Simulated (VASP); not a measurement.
The system is SnTe.

```
Sn Te
1.0
     0.00000    3.20649    3.20649
     3.20649    0.00000    3.20649
     3.20649    3.20649    0.00000
Sn Te
1 1
Direct
  0.00000 0.00000 0.00000
  0.50000 0.50000 0.50000
```

| Item | Value |
| --- | --- |
| Program | VASP 6.6.1 |
| Task | relaxation of cell and atoms |
| Functional | PBEsol |
| Potentials or basis | VASP PAW PBE potentials, release 64 (Sn_d, Te) |
| Cutoff | 600 eV |
| k mesh | 10 × 10 × 10 |
| Occupations | gaussian, width 0.01 eV |
| Spin | no spin polarisation |

At the start: pressure -2.4 GPa; volume 32.97 Å³/atom.

**Question.** How do energy, volume and symmetry change on relaxing?

**Answer.** Over 3 steps the energy falls by 14.9 meV/atom and the volume is 31.09 Å³/atom (-5.7 %); space group Fm-3m (No. 225, to 0.05 Å).

Step by step:
```csv
step,energy change (eV),largest force (eV/Å),pressure (GPa),volume (Å³)
1,0.0000,0.0000,-2.41,65.94
2,-0.0279,0.0000,0.70,61.31
3,-0.0298,0.0000,0.02,62.19
```

Final structure:
```xyz
2
Lattice="0.0000 3.1446 3.1446 3.1446 0.0000 3.1446 3.1446 3.1446 0.0000" Properties=species:S:1:pos:R:3 pbc="T T T"
Sn    0.0000    0.0000    0.0000
Te    3.1446    3.1446    3.1446
```

Caveat: the PAW data sets were made with another functional, which shifts forces and pressure a little.
